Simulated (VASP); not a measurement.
# Ta12HF in VASP: single point with PBE

Aim: the single point of Ta12HF with PBE.

Program: VASP 6.6.1. These are calculated values, not measurements. Logs are shortened: lines on timing, memory, paths and dates and some standing lists are left out, and cuts for length are marked.

### 1 The cell of the first run

The cell holds a slab with vacuum, 14 atoms: a = 5.720 Å, b = 5.720 Å, c = 23.601 Å, α = 90.00°, β = 90.00°, γ = 109.47°.

### 2 Single point, PBE

The input, INCAR:

```
PREC = Accurate
ENCUT = 520
EDIFF = 1E-6
ISMEAR = -1
SIGMA = 0.05
LREAL = False
LASPH = True
NELM = 100
ALGO = Normal
ISIF = 2
LWAVE = False
LCHARG = False
LDIPOL = True
IDIPOL = 3
DIPOL = 0.5 0.5 0.466
GGA = PE
NBANDS = 83
```

The input, KPOINTS:

```
regular mesh
0
Gamma
  5 5 1
```

The input, POSCAR:

```
Ta12HF
1.0
    5.7202017150      0.0000000000      0.0000000000
   -1.9067339050      5.3930578966      0.0000000000
    0.0000000000      0.0000000000     23.6006251426
Ta F H
12 1 1
Direct
    0.2500000000      0.2500000000      0.3389740717
    0.2500000000      0.7500000000      0.3389740717
    0.7500000000      0.2500000000      0.3389740717
    0.7500000000      0.7500000000      0.3389740717
    0.5000000000      0.5000000000      0.4379232545
    0.5000000000      0.0000000000      0.4379232545
    0.0000000000      0.5000000000      0.4379232545
    0.0000000000      0.0000000000      0.4379232545
    0.7500000000      0.7500000000      0.5368724373
    0.7500000000      0.2500000000      0.5368724373
    0.2500000000      0.7500000000      0.5368724373
    0.2500000000      0.2500000000      0.5368724373
    1.0000000000      0.5000000000      0.6567887524
    1.0000000000      0.5000000000      0.6173787794
```

Potentials or basis: VASP PAW PBE potentials, release 64 (Ta_pv, F, H).

The run is started by

```sh
cat potpaw_PBE.64/Ta_pv/POTCAR potpaw_PBE.64/F/POTCAR potpaw_PBE.64/H/POTCAR > POTCAR
mpirun -np 1 vasp_std > vasp.out
```

OUTCAR:

```text
PREC = Accurate
   ENCUT = 520
   EDIFF = 1E-6
   ISMEAR = -1
   LREAL = False
   LASPH = True
   NELM = 100
   ISIF = 2
   GGA = PE

 ion  position               nearest neighbor table
   1  0.250  0.250  0.339-   3 2.86   3 2.86   2 2.86   2 2.86   5 2.86   8 2.86   4 3.30   4 3.30
                             6 3.30   7 3.30
   2  0.250  0.750  0.339-   4 2.86   4 2.86   1 2.86   1 2.86   6 2.86   7 2.86   3 3.30   3 3.30
                             8 3.30   5 3.30
   3  0.750  0.250  0.339-   1 2.86   1 2.86   4 2.86   4 2.86   6 2.86   7 2.86   2 3.30   2 3.30
                             8 3.30   5 3.30
   4  0.750  0.750  0.339-   2 2.86   2 2.86   3 2.86   3 2.86   5 2.86   8 2.86   1 3.30   1 3.30
                             6 3.30   7 3.30
   5  0.500  0.500  0.438-   7 2.86   7 2.86   6 2.86   6 2.86   9 2.86  12 2.86   1 2.86   4 2.86
                             8 3.30   8 3.30   3 3.30   2 3.30  10 3.30  11 3.30
   6  0.500  0.000  0.438-   8 2.86   8 2.86   5 2.86   5 2.86  10 2.86  11 2.86   2 2.86   3 2.86
                             7 3.30   7 3.30  12 3.30   9 3.30   4 3.30   1 3.30
   7  0.000  0.500  0.438-   5 2.86   5 2.86   8 2.86   8 2.86  10 2.86  11 2.86   2 2.86   3 2.86
                             6 3.30   6 3.30  12 3.30   9 3.30   4 3.30   1 3.30
   8  0.000  0.000  0.438-   6 2.86   6 2.86   7 2.86   7 2.86   9 2.86  12 2.86   1 2.86   4 2.86
                             5 3.30   5 3.30   3 3.30   2 3.30  10 3.30  11 3.30
   9  0.750  0.750  0.537-  11 2.86  11 2.86  10 2.86  10 2.86   5 2.86   8 2.86  12 3.30  12 3.30
                             7 3.30   6 3.30
  10  0.750  0.250  0.537-  12 2.86  12 2.86   9 2.86   9 2.86   6 2.86   7 2.86  11 3.30  11 3.30
                             5 3.30   8 3.30
  11  0.250  0.750  0.537-   9 2.86   9 2.86  12 2.86  12 2.86   6 2.86   7 2.86  10 3.30  10 3.30
                             5 3.30   8 3.30
  12  0.250  0.250  0.537-  10 2.86  10 2.86  11 2.86  11 2.86   5 2.86   8 2.86   9 3.30   9 3.30
                             7 3.30   6 3.30
  13  0.000  0.500  0.657-  14 0.93
  14  0.000  0.500  0.617-  13 0.93

  LATTYP: Found a base centered orthorhombic cell.
 ALAT       =     6.6051200000
 B/A-ratio  =     1.4142135624
 C/A-ratio  =     3.5730804501

  Lattice vectors:

 A1 = (   5.7202017150,   0.0000000000,   0.0000000000)
 A2 = (  -1.9067339050,   5.3930578966,   0.0000000000)
 A3 = (   0.0000000000,   0.0000000000,  23.6006251426)

Analysis of symmetry for initial positions (statically):
=====================================================================
 Subroutine PRICEL returns:
 Original cell was already a primitive cell.

 Routine SETGRP: Setting up the symmetry group for a
 base centered orthorhombic supercell.

 Subroutine GETGRP returns: Found  4 space group operations
 (whereof  2 operations were pure point group operations)
 out of a pool of  8 trial point group operations.

The static configuration has the point symmetry C_2 .
 The point group associated with its full space group is C_2v.

Analysis of symmetry for dynamics (positions and initial velocities):
=====================================================================
 Subroutine PRICEL returns:
 Original cell was already a primitive cell.

 Routine SETGRP: Setting up the symmetry group for a
 base centered orthorhombic supercell.

 Subroutine GETGRP returns: Found  4 space group operations
 (whereof  2 operations were pure point group operations)
 out of a pool of  8 trial point group operations.

The dynamic configuration has the point symmetry C_2 .
 The point group associated with its full space group is C_2v.

 Subroutine INISYM returns: Found  4 space group operations
 (whereof  2 operations are pure point group operations),
 and found     1 'primitive' translations

----------------------------------------------------------------------------------------

                                     Primitive cell

  volume of cell :     728.0646

  direct lattice vectors                    reciprocal lattice vectors
     5.720201715  0.000000000  0.000000000     0.174819010  0.061807854  0.000000000
    -1.906733905  5.393057897  0.000000000     0.000000000  0.185423561  0.000000000
     0.000000000  0.000000000 23.600625143     0.000000000  0.000000000  0.042371759

  length of vectors
     5.720201715  5.720201715 23.600625143     0.185423561  0.185423561  0.042371759

  position of ions in fractional coordinates (direct lattice)
     0.250000000  0.250000000  0.338974072
     0.250000000  0.750000000  0.338974072
     0.750000000  0.250000000  0.338974072
[... 52 lines left out ...]

 Found      9 irreducible k-points:

 Following reciprocal coordinates:
            Coordinates               Weight
  0.000000  0.000000  0.000000      1.000000
  0.200000 -0.000000  0.000000      4.000000
  0.400000 -0.000000  0.000000      4.000000
  0.200000  0.200000  0.000000      2.000000
  0.400000  0.200000  0.000000      4.000000
 -0.400000  0.200000  0.000000      4.000000
 -0.200000  0.200000  0.000000      2.000000
  0.400000  0.400000  0.000000      2.000000
 -0.400000  0.400000  0.000000      2.000000
   k-points           NKPTS =      9   k-points in BZ     NKDIM =      9   number of bands    NBANDS=     83
   number of dos      NEDOS =    301   number of ions     NIONS =     14
   total plane-waves  NPLWV = 414720
   dimension x,y,z NGX =    48 NGY =   48 NGZ =  180
   dimension x,y,z NGXF=    96 NGYF=   96 NGZF=  360
   ions per type =              12   1   1
   NGX,Y,Z   is equivalent  to a cutoff of  13.95, 13.95, 12.68 a.u.
   NGXF,Y,Z  is equivalent  to a cutoff of  27.90, 27.90, 25.36 a.u.
 SYSTEM =  unknown system
   PREC   = accura    normal or accurate (medium, high low for compatibility)
   ISTART =      0    job   : 0-new  1-cont  2-samecut
   ICHARG =      2    charge: 1-file 2-atom 10-const
   ISPIN  =      1    spin polarized calculation?
   LNONCOLLINEAR =      F non collinear calculations
   LSORBIT =      F    spin-orbit coupling
   LASPH  =      T    aspherical Exc in radial PAW
   ENCUT  =  520.0 eV  38.22 Ry    6.18 a.u.  10.64 10.64 43.88*2*pi/ulx,y,z
   NELM   =    100;   NELMIN=  2; NELMDL= -5     # of ELM steps
   EDIFF  = 0.1E-05   stopping-criterion for ELM
   LREAL  =      F    real-space projection
   EDIFFG = 0.1E-04   stopping-criterion for IOM
   NSW    =      0    number of steps for IOM
   IBRION =     -1    ionic relax: 0-MD 1-quasi-New 2-CG
   NFREE  =      0    steps in history (QN), initial steepest desc. (CG)
   ISIF   =      2    stress and relaxation
   ISYM   =      2    0-nonsym 1-usesym 2-fastsym
   POTIM  = 0.5000    time-step for ionic-motion
   TEBEG  =    0.0;   TEEND  =   0.0 temperature during run
   PSTRESS=    0.0 pullay stress
   NELECT =     140.0000    total number of electrons
   NUPDOWN=      -1.0000    fix difference up-down
   EMIN   =  10.00;   EMAX   =-10.00  energy-range for DOS
   EFERMI =   0.00;   METHOD = LEGACY
   ISMEAR =    -1;   SIGMA  =   0.05  broadening in eV -4-tet -1-fermi 0-gaus
   EFERMI_NEDOS =   21; number of points for ismear=-14 and -15
   IALGO  =     38    algorithm
   IMIX   =      4    mixing-type and parameters
     AMIX     =   0.40;   BMIX     =  1.00
     AMIX_MAG =   1.60;   BMIX_MAG =  1.00
  volume/ion in A,a.u.               =      52.00       350.94
  Fermi-wavevector in a.u.,A,eV,Ry     =   0.944918  1.785636 12.148238  0.892870
  Thomas-Fermi vector in A             =   2.072769
   LORBIT       =      0    0 simple, 1 ext, 2 COOP (PROOUT), +10 PAW based schemes
   GGA     = PE    functional components
[... 5 lines left out ...]
 non-spin polarized calculation
  energy-cutoff  :      520.00
  volume of cell :      728.06
 maximum number of plane-waves:     19636
 NGX is ok and might be reduce to    48
   NGX = 21   NGY = 21   NGZ = 87

 dipolmoment           0.000000      0.000000     -0.924668 electrons x Angstroem

 number of electron     139.9999996 magnetization

 dipolmoment           0.000000      0.000000      0.227735 electrons x Angstroem

 Free energy of the ion-electron system (eV)
  ---------------------------------------------------
  ext. energy  EPLUGINS =         0.00000000
  ---------------------------------------------------
  free energy    TOTEN  =      -140.56807475 eV

  energy without entropy =     -140.45639198  energy(sigma->0) =     -140.51223337

 E-fermi :  -1.8877     XC(G=0):  -4.8328

 val. band max:       -1.8945326283   @ k =   0.2000   0.2000   0.0000
 cond. band min:      -1.8224794506   @ k =  -0.4000   0.2000   0.0000
 fundamental gap:      0.0720531777
 Fermi energy:        -1.8876517457

 k-point     1 :       0.0000    0.0000    0.0000
  band No.  band energies     occupation
      1     -36.4044      2.00000
      2     -36.3948      2.00000
      3     -36.3889      2.00000
      4     -36.3507      2.00000
      5     -36.3391      2.00000
      6     -36.3097      2.00000
[... 754 lines left out ...]
     81      -0.3868      0.00000
     82      -0.1847      0.00000
 [bands above 82 left out]

------------------------ aborting loop because EDIFF is reached ----------------------------------------

 vacuum level on the upper side and lower side of the slab       (xc-potential included)         0.647        -0.659

  FORCE on cell =-STRESS in cart. coord.  units (eV):
  Direction    XX          YY          ZZ          XY          YZ          ZX
  --------------------------------------------------------------------------------------
  -------------------------------------------------------------------------------------
  Total      -14.3575526    -13.8716383     -2.9733708      0.6871865      0.0000000      0.0000000
  in kB      -31.5951967    -30.5258950     -6.5431928      1.5122210      0.0000000      0.0000000
  external PRESSURE =     -22.8880948 kB  Pullay stress =       0.0000000 kB

 VOLUME and BASIS-vectors are now :
 -----------------------------------------------------------------------------
  energy-cutoff  :      520.00
  volume of cell :      728.06
      direct lattice vectors                 reciprocal lattice vectors
     5.720201715  0.000000000  0.000000000     0.174819010  0.061807854  0.000000000
    -1.906733905  5.393057897  0.000000000     0.000000000  0.185423561  0.000000000
     0.000000000  0.000000000 23.600625143     0.000000000  0.000000000  0.042371759

 POSITION                                       TOTAL-FORCE (eV/Angst)
 -----------------------------------------------------------------------------------
      0.95337      1.34826      8.00000         0.006145     -0.004345      0.318576
      0.00000      4.04479      8.00000        -0.004219     -0.005967      0.315004
      3.81347      1.34826      8.00000         0.004219      0.005967      0.315004
      2.86010      4.04479      8.00000        -0.006145      0.004345      0.318576
      1.90673      2.69653     10.33526         0.000000      0.000000      0.036172
      2.86010      0.00000     10.33526         0.000000      0.000000      0.013819
     -0.95337      2.69653     10.33526         0.000000      0.000000     -0.003604
      0.00000      0.00000     10.33526         0.000000      0.000000      0.036172
      2.86010      4.04479     12.67053         0.011012     -0.007787     -0.388303
      3.81347      1.34826     12.67053        -0.050931     -0.072027     -0.536727
      0.00000      4.04479     12.67053         0.050931      0.072027     -0.536727
      0.95337      1.34826     12.67053        -0.011012      0.007787     -0.388303
     -0.95337      2.69653     15.50063         0.000000      0.000000      2.505843
     -0.95337      2.69653     14.57053         0.000000      0.000000     -2.005502
 -----------------------------------------------------------------------------------
    total drift:                               -0.000000     -0.000000      0.001026

  FREE ENERGIE OF THE ION-ELECTRON SYSTEM (eV)
  ---------------------------------------------------
  free  energy   TOTEN  =      -140.5680747521 eV

  energy  without entropy=     -140.4563919807  energy(sigma->0) =     -140.51223337

 vacuum level on the upper side and lower side of the slab         4.284         2.948
```

It took 21 min on 1 thread of Intel Xeon 6975P-C (Granite Rapids), shared host; peak memory 0.99 GiB.

What came out:

```
Free energy            : -140.5681 eV
Largest force          : 2.506 eV/Å
Band gap on the k mesh : zero (bands 70 and 71 overlap by 0.72 eV)
```

Forces in eV/Å, atoms in the order of the input:
```
Ta   0.006 -0.004  0.319
Ta  -0.004 -0.006  0.315
Ta   0.004  0.006  0.315
Ta  -0.006  0.004  0.319
Ta   0.000  0.000  0.036
Ta   0.000  0.000  0.014
Ta   0.000  0.000 -0.004
Ta   0.000  0.000  0.036
Ta   0.011 -0.008 -0.388
Ta  -0.051 -0.072 -0.537
Ta   0.051  0.072 -0.537
Ta  -0.011  0.008 -0.388
F    0.000  0.000  2.506
H    0.000  0.000 -2.006
```

Levels at points of the mesh, in eV from the Fermi level:
```csv
k point,band 66,band 67,band 68,band 69,band 70,band 71,band 72,band 73,band 74,band 75
"(0.00, 0.00, 0.00)",-0.22,-0.15,0.15,0.38,0.49,0.58,1.01,1.17,1.25,1.33
```

Caveat: spin-orbit coupling is left out, which moves the levels of the heavy elements.
